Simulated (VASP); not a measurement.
A run of VASP 6.6.1 is set up as follows.

The input POSCAR:

```
Ru
1.0
    2.7055438798      0.0000000000      0.0000000000
   -1.3527719399      2.3430697310      0.0000000000
    0.0000000000      0.0000000000      4.2679397221
Ru
2
Direct
    0.3333333333      0.6666666667      0.2500000000
    0.6666666667      0.3333333333      0.7500000000
```

Contents of INCAR.step1:

```
SYSTEM = Ru
ALGO     = Normal         ! electronic algorithm
EDIFF    = 1E-4           ! SCF threshold, eV
ENCUT    = 520            ! plane-wave cutoff, eV
GGA      = PE             ! functional
ISMEAR   = -1             ! smearing method
LASPH    = .TRUE.         ! aspherical terms in the spheres
LCHARG   = .FALSE.        ! write CHGCAR
LREAL    = .FALSE.        ! projectors in reciprocal space
LWAVE    = .TRUE.         ! write WAVECAR
NBANDS   = 21             ! bands
NELM     = 60             ! most SCF steps
PREC     = Accurate       ! precision mode
SIGMA    = 0.15           ! smearing width, eV
```

File INCAR.step2:

```
SYSTEM = Ru
ALGO     = Normal         ! electronic algorithm
EDIFF    = 1E-6           ! SCF threshold, eV
ENCUT    = 520            ! plane-wave cutoff, eV
ISIF     = 2              ! what is computed and relaxed
ISMEAR   = -1             ! smearing method
ISTART   = 1            
LASPH    = .TRUE.         ! aspherical terms in the spheres
LCHARG   = .FALSE.        ! write CHGCAR
LMIXTAU  = .TRUE.       
LREAL    = .FALSE.        ! projectors in reciprocal space
LWAVE    = .FALSE.        ! write WAVECAR
METAGGA  = R2SCAN         ! meta-GGA
NBANDS   = 21             ! bands
NELM     = 60             ! most SCF steps
PREC     = Accurate       ! precision mode
SIGMA    = 0.15           ! smearing width, eV
```

File KPOINTS:

```
k-points
0
G
  15 15 8
  0 0 0
```

Potentials or basis: VASP PAW PBE potentials, release 64 (Ru_pv).

Launch:

```sh
$ cat potpaw_PBE.64/Ru_pv/POTCAR > POTCAR
$ cp INCAR.step1 INCAR
$ mpirun -np 1 vasp_std > vasp.out
$ cp INCAR.step2 INCAR
$ mpirun -np 1 vasp_std > vasp.out
```

Q: What does it give for the pressure?

A: 1.0 GPa.

Q: What does it give for the band gap on the k mesh?

A: Zero (band 14 reaches 14.42 eV, above the bottom of band 15 at 11.20 eV).

Stress tensor (GPa, compression positive):
```
1.01 0.00 0.00
0.00 1.01 0.00
0.00 0.00 1.12
```

Caveat: the PAW data sets were made with another functional, which shifts forces and pressure a little.
